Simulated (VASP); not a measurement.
A run of VASP 6.6.1 is set up as follows.

The input INCAR:

```
  ALGO = Normal
  EDIFF = 1E-7
  ENCUT = 520
  GGA = PE
  ISIF = 2
  ISMEAR = -1
  LASPH = True
  LCHARG = True
  LELF = True
  LREAL = Auto
  LVHAR = True
  LWAVE = False
  NBANDS = 86
  NELM = 60
  PREC = Accurate
  SIGMA = 0.36
```

Contents of KPOINTS:

```
k-points
0
Gamma
  3 3 3
```

Contents of POSCAR:

```
WC
1.0
   -2.9936370000     -5.1851310000      0.0000000000
    4.4904550000     -2.5925650000      0.0000000000
    0.0000000000      0.0000000000      5.8758830000
W C
8 8
Direct
    0.7382499680      0.5218296185      0.0124066459
    0.7421384202      0.4691936639      0.5206196243
    0.5415268412      0.0040162497     -0.0143467799
    0.5065967985     -0.0008758756      0.4687806071
    0.2669406068      0.4848780975     -0.0083902283
    0.2448712363      0.4961536399      0.5094553448
   -0.0317752197     -0.0445664133      0.0241665806
    0.0274454179      0.0273828863      0.5338942249
    0.5013680425      0.6228353080      0.2407638137
    0.5046858116      0.7278652428      0.7832014354
    0.2123179137      0.2036993494      0.2700189912
    0.2994130669      0.2164667134      0.7514445063
   -0.0281021626      0.6791009655      0.2366963399
    0.0634037992      0.6697779979      0.8097846741
    0.7546048509      0.1835923090      0.2983551579
    0.7884302875      0.1547446930      0.7831844167
```

Potentials or basis: VASP PAW PBE potentials, release 64 (W_sv, C).

The run is started by

```sh
$ cat potpaw_PBE.64/W_sv/POTCAR potpaw_PBE.64/C/POTCAR > POTCAR
$ mpirun -np 1 vasp_std > vasp.out
```

**Question.** Estimate the band gap on the k mesh.

**Answer.** Zero (bands 72 and 73 overlap by 0.18 eV).

**Question.** Estimate the pressure.

**Answer.** 2.1 GPa.

Stress tensor (GPa, compression positive):
```
 4.40 -2.82  1.57
-2.82  4.97  0.37
 1.57  0.37 -3.11
```

Caveat: the k points lie up to 0.40 Å⁻¹ apart; the atoms stand as in a frame of molecular dynamics; so wide a smearing shifts energies and pressures; spin-orbit coupling is left out, which moves the levels of the heavy elements; forces of over 1 eV/Å act on the atoms, so gaps and moduli don't describe the material at rest.
